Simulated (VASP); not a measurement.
# Ge (Pm-3m) in VASP: a series of runs, part 2 of 2

VASP 6.6.1. The steps go on from the part before.

### 4 Single point, revPBE

INCAR reads:

```
PREC = Accurate
ENCUT = 520
EDIFF = 1E-6
ISMEAR = 0
SIGMA = 0.1
LREAL = False
LASPH = True
NELM = 80
ALGO = Normal
ISIF = 2
LWAVE = False
LCHARG = False
GGA = RE
NBANDS = 13
```

KPOINTS reads:

```
Automatic mesh
0
Gamma
  20 20 20
```

POSCAR reads:

```
Ge
1.0
    2.7112568595      0.0000000000      0.0000000000
    0.0000000000      2.7112568595      0.0000000000
    0.0000000000      0.0000000000      2.7112568595
Ge
1
Direct
    0.0000000000      0.0000000000      0.0000000000
```

Potentials or basis: VASP PAW PBE potentials, release 64 (Ge_d).

Launch:

```bash
> cat potpaw_PBE.64/Ge_d/POTCAR > POTCAR
> mpirun -np 1 vasp_std > vasp.out
```

OUTCAR:

```text
PREC = Accurate
   ENCUT = 520
   EDIFF = 1E-6
   ISMEAR = 0
   LREAL = False
   LASPH = True
   NELM = 80
   ISIF = 2
   GGA = RE

 ion  position               nearest neighbor table
   1  0.000  0.000  0.000-

  LATTYP: Found a simple cubic cell.
 ALAT       =     2.7112568595

  Lattice vectors:

 A1 = (   2.7112568595,   0.0000000000,   0.0000000000)
 A2 = (   0.0000000000,   2.7112568595,   0.0000000000)
 A3 = (   0.0000000000,   0.0000000000,   2.7112568595)

Analysis of symmetry for initial positions (statically):
=====================================================================
 Subroutine PRICEL returns:
 Original cell was already a primitive cell.

 Routine SETGRP: Setting up the symmetry group for a
 simple cubic supercell.

 Subroutine GETGRP returns: Found 48 space group operations
 (whereof 48 operations were pure point group operations)
 out of a pool of 48 trial point group operations.

The static configuration has the point symmetry O_h .

Analysis of symmetry for dynamics (positions and initial velocities):
=====================================================================
 Subroutine PRICEL returns:
 Original cell was already a primitive cell.

 Routine SETGRP: Setting up the symmetry group for a
 simple cubic supercell.

 Subroutine GETGRP returns: Found 48 space group operations
 (whereof 48 operations were pure point group operations)
 out of a pool of 48 trial point group operations.

The dynamic configuration has the point symmetry O_h .

 Subroutine INISYM returns: Found 48 space group operations
 (whereof 48 operations are pure point group operations),
 and found     1 'primitive' translations

----------------------------------------------------------------------------------------

                                     Primitive cell

  volume of cell :      19.9302

  direct lattice vectors                    reciprocal lattice vectors
     2.711256860  0.000000000  0.000000000     0.368832631  0.000000000  0.000000000
     0.000000000  2.711256860  0.000000000     0.000000000  0.368832631  0.000000000
     0.000000000  0.000000000  2.711256860     0.000000000  0.000000000  0.368832631

  length of vectors
     2.711256860  2.711256860  2.711256860     0.368832631  0.368832631  0.368832631

  position of ions in fractional coordinates (direct lattice)
     0.000000000  0.000000000  0.000000000

  ion indices of the primitive-cell ions
   primitive index   ion index
                 1           1

----------------------------------------------------------------------------------------

 KPOINTS: Automatic mesh

Automatic generation of k-mesh.
 Grid dimensions read from file:
 generate k-points for:   20   20   20

 Generating k-lattice:

  Cartesian coordinates                     Fractional coordinates (reciprocal lattice)
     0.018441632  0.000000000  0.000000000     0.050000000  0.000000000  0.000000000
     0.000000000  0.018441632  0.000000000     0.000000000  0.050000000  0.000000000
     0.000000000  0.000000000  0.018441632     0.000000000  0.000000000  0.050000000

  Length of vectors
     0.018441632  0.018441632  0.018441632

  Shift w.r.t. Gamma in fractional coordinates (k-lattice)
     0.000000000  0.000000000  0.000000000

 Subroutine IBZKPT returns following result:
 ===========================================

 Found    286 irreducible k-points:

 Following reciprocal coordinates:
            Coordinates               Weight
  0.000000  0.000000  0.000000      1.000000
  0.050000  0.000000  0.000000      6.000000
  0.100000  0.000000  0.000000      6.000000
  0.150000  0.000000  0.000000      6.000000
  0.200000  0.000000  0.000000      6.000000
  0.250000  0.000000  0.000000      6.000000
[... 16 lines left out ...]
  0.150000  0.100000  0.000000     24.000000
  0.200000  0.100000  0.000000     24.000000
 [... further k-points ...]
   k-points           NKPTS =    286   k-points in BZ     NKDIM =    286   number of bands    NBANDS=     13
   number of dos      NEDOS =    301   number of ions     NIONS =      1
   total plane-waves  NPLWV =   8000
   dimension x,y,z NGX =    20 NGY =   20 NGZ =   20
   dimension x,y,z NGXF=    40 NGYF=   40 NGZF=   40
   ions per type =               1
   NGX,Y,Z   is equivalent  to a cutoff of  12.26, 12.26, 12.26 a.u.
   NGXF,Y,Z  is equivalent  to a cutoff of  24.53, 24.53, 24.53 a.u.
 SYSTEM =  unknown system
   PREC   = accura    normal or accurate (medium, high low for compatibility)
   ISTART =      0    job   : 0-new  1-cont  2-samecut
   ICHARG =      2    charge: 1-file 2-atom 10-const
   ISPIN  =      1    spin polarized calculation?
   LNONCOLLINEAR =      F non collinear calculations
   LSORBIT =      F    spin-orbit coupling
   LASPH  =      T    aspherical Exc in radial PAW
   ENCUT  =  520.0 eV  38.22 Ry    6.18 a.u.   5.04  5.04  5.04*2*pi/ulx,y,z
   NELM   =     80;   NELMIN=  2; NELMDL= -5     # of ELM steps
   EDIFF  = 0.1E-05   stopping-criterion for ELM
   LREAL  =      F    real-space projection
   EDIFFG = 0.1E-04   stopping-criterion for IOM
   NSW    =      0    number of steps for IOM
   IBRION =     -1    ionic relax: 0-MD 1-quasi-New 2-CG
   NFREE  =      0    steps in history (QN), initial steepest desc. (CG)
   ISIF   =      2    stress and relaxation
   ISYM   =      2    0-nonsym 1-usesym 2-fastsym
   POTIM  = 0.5000    time-step for ionic-motion
   TEBEG  =    0.0;   TEEND  =   0.0 temperature during run
   PSTRESS=    0.0 pullay stress
   NELECT =      14.0000    total number of electrons
   NUPDOWN=      -1.0000    fix difference up-down
   EMIN   =  10.00;   EMAX   =-10.00  energy-range for DOS
   EFERMI =   0.00;   METHOD = LEGACY
   ISMEAR =     0;   SIGMA  =   0.10  broadening in eV -4-tet -1-fermi 0-gaus
   EFERMI_NEDOS =   21; number of points for ismear=-14 and -15
   IALGO  =     38    algorithm
   IMIX   =      4    mixing-type and parameters
     AMIX     =   0.40;   BMIX     =  1.00
     AMIX_MAG =   1.60;   BMIX_MAG =  1.00
  volume/ion in A,a.u.               =      19.93       134.50
  Fermi-wavevector in a.u.,A,eV,Ry     =   1.455281  2.750082 28.814999  2.117843
  Thomas-Fermi vector in A             =   2.572334
   LORBIT       =      0    0 simple, 1 ext, 2 COOP (PROOUT), +10 PAW based schemes
   GGA     = RE    functional components
   LHFCALC =     F    Hartree Fock is set to
   AEXX    =    0.0000 exact exchange contribution
   IVDW    =     0    specifies the selected vdW correction
   LEPSILON=     F    determine dielectric tensor
   LRPA    =     F    only Hartree local field effects (RPA)
 non-spin polarized calculation
 Gauss-broadening in eV      SIGMA  =   0.10
  energy-cutoff  :      520.00
  volume of cell :       19.93
 maximum number of plane-waves:       554
   NGX = 11   NGY = 11   NGZ = 11

 number of electron      13.9999969 magnetization

 Free energy of the ion-electron system (eV)
  ---------------------------------------------------
  ext. energy  EPLUGINS =         0.00000000
  ---------------------------------------------------
  free energy    TOTEN  =        -3.96234227 eV

  energy without entropy =       -3.95985561  energy(sigma->0) =       -3.96109894

 E-fermi :   5.9767     XC(G=0): -10.8264

 val. band max:        5.9552856181   @ k =   0.3000   0.3000   0.2000
 cond. band min:       5.9966073212   @ k =   0.4500   0.4500   0.4000
 fundamental gap:      0.0413217031
 Fermi energy:         5.9766900077

 k-point     1 :       0.0000    0.0000    0.0000
  band No.  band energies     occupation
      1     -18.7227      2.00000
      2     -18.7227      2.00000
      3     -18.4819      2.00000
      4     -18.4819      2.00000
      5     -18.4819      2.00000
      6      -6.7261      2.00000
      7      12.5959      0.00000
      8      12.5959      0.00000
      9      12.5959      0.00000
     10      15.9609      0.00000
     11      15.9609      0.00000
     12      18.4564      0.00000
     13      34.5849      0.00000
[... 353 lines left out ...]
 k-point    24 :       0.2000    0.1000    0.0000
  band No.  band energies     occupation
      1     -18.7054      2.00000
      2     -18.6501      2.00000
      3     -18.5106      2.00000
      4     -18.5031      2.00000
      5     -18.4860      2.00000
      6      -5.7540      2.00000
      7       7.1825      0.00000
      8      11.0301      0.00000
      9      13.5114      0.00000
     10      17.5168      0.00000
     11      20.1181      0.00000
     12      23.4057      0.00000
     13      25.4390      0.00000

 [... further k-points ...]

------------------------ aborting loop because EDIFF is reached ----------------------------------------

  FORCE on cell =-STRESS in cart. coord.  units (eV):
  Direction    XX          YY          ZZ          XY          YZ          ZX
  --------------------------------------------------------------------------------------
  -------------------------------------------------------------------------------------
  Total        0.1324581      0.1324581      0.1324581      0.0000000      0.0000000     -0.0000000
  in kB       10.6482249     10.6482249     10.6482249      0.0000000      0.0000000     -0.0000000
  external PRESSURE =      10.6482249 kB  Pullay stress =       0.0000000 kB

 VOLUME and BASIS-vectors are now :
 -----------------------------------------------------------------------------
  energy-cutoff  :      520.00
  volume of cell :       19.93
      direct lattice vectors                 reciprocal lattice vectors
     2.711256860  0.000000000  0.000000000     0.368832631  0.000000000  0.000000000
     0.000000000  2.711256860  0.000000000     0.000000000  0.368832631  0.000000000
     0.000000000  0.000000000  2.711256860     0.000000000  0.000000000  0.368832631

 POSITION                                       TOTAL-FORCE (eV/Angst)
 -----------------------------------------------------------------------------------
      0.00000      0.00000      0.00000         0.000000      0.000000      0.000000
 -----------------------------------------------------------------------------------
    total drift:                                0.000000      0.000000      0.000000

  FREE ENERGIE OF THE ION-ELECTRON SYSTEM (eV)
  ---------------------------------------------------
  free  energy   TOTEN  =        -3.9623422748 eV

  energy  without entropy=       -3.9598556108  energy(sigma->0) =       -3.96109894
```

OSZICAR:

```text
N       E                     dE             d eps       ncg     rms          rms(c)
DAV:   1     0.635267488650E+02    0.63527E+02   -0.71032E+03  8136   0.292E+03
DAV:   2     0.186551795054E+01   -0.61661E+02   -0.58991E+02  7871   0.423E+02
DAV:   3    -0.387946627376E+01   -0.57450E+01   -0.57138E+01  8436   0.729E+01
DAV:   4    -0.396471981122E+01   -0.85254E-01   -0.85239E-01  8461   0.957E+00
DAV:   5    -0.396559677311E+01   -0.87696E-03   -0.87695E-03  8691   0.108E+00    0.148E+00
DAV:   6    -0.396248344207E+01    0.31133E-02   -0.64029E-03  9201   0.178E+00    0.849E-01
DAV:   7    -0.396227727603E+01    0.20617E-03   -0.54191E-03  9016   0.132E+00    0.822E-02
DAV:   8    -0.396234226035E+01   -0.64984E-04   -0.79028E-04  8936   0.629E-01    0.365E-02
DAV:   9    -0.396234227766E+01   -0.17303E-07   -0.33187E-05  9161   0.116E-01    0.716E-03
DAV:  10    -0.396234227482E+01    0.28349E-08   -0.99628E-07  6078   0.109E-02
   1 F= -.39623423E+01 E0= -.39610989E+01  d E =-.248666E-02
```

Wall time 21 s (1 thread of Intel Xeon Platinum 8488C (Sapphire Rapids), shared host); peak memory 0.18 GiB.

Results:

```
Free energy            : -3.9623 eV
Pressure               : 1.1 GPa
Band gap on the k mesh : zero (band 7 reaches 12.60 eV, above the bottom of band 8 at 3.47 eV)
```

Caveat: the PAW data sets were made with another functional, which shifts forces and pressure a little.

### 5 Summary

| level | k mesh | gap on the mesh (eV) | pressure (GPa) |
| --- | --- | --- | --- |
| PBE | 20 × 20 × 20 | none | -0.1 |
| revPBE | 20 × 20 × 20, shifted | none | 1.0 |
| revPBE | 20 × 20 × 20 | none | 1.1 |

Alike in all rows: task single point; potentials or basis VASP PAW PBE potentials, release 64 (Ge_d); no spin polarisation; cell as given; cutoff (eV) 520; smearing gaussian 0.1 eV.

Every run on the cell as given and a fine mesh finds a metal. The pressure there spans -0.1 GPa (PBE) to 1.1 GPa (revPBE); a positive pressure means that this level wants a larger cell, a negative one a smaller.

Caveats: the PAW data sets were made with another functional, which shifts forces and pressure a little (some runs).

Absolute energies hang on the potentials; compare differences alone.
